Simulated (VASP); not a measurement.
Input of a VASP 6.6.1 run:

Contents of INCAR:

```
PREC = Accurate
ENCUT = 520
EDIFF = 1E-6
ISMEAR = 0
SIGMA = 0.1
LREAL = F
LASPH = T
NELM = 60
ALGO = Normal
ISIF = 2
LWAVE = F
LCHARG = F
GGA = PE
NBANDS = 18
```

The input KPOINTS:

```
regular mesh
0
Gamma
  6 6 6
```

File POSCAR:

```
CaNb
1.0
    3.6852425953      0.0000000000      0.0000000000
    0.0000000000      3.6852425953      0.0000000000
    0.0000000000      0.0000000000      3.6852425953
Ca Nb
1 1
Direct
    0.0000000000      0.0000000000      0.0000000000
    0.5000000000      0.5000000000      0.5000000000
```

Potentials or basis: VASP PAW PBE potentials, release 64 (Ca_sv, Nb_sv).

Launch:

```bash
$ cat potpaw_PBE.64/Ca_sv/POTCAR potpaw_PBE.64/Nb_sv/POTCAR > POTCAR
$ mpirun -np 1 vasp_std > vasp.out
```

(1) What does it give for the pressure?

(2) Predict the band gap on the k mesh.

## Answers

(1) -0.1 GPa.

(2) zero (an odd number of electrons rules out a gap without spin polarisation).
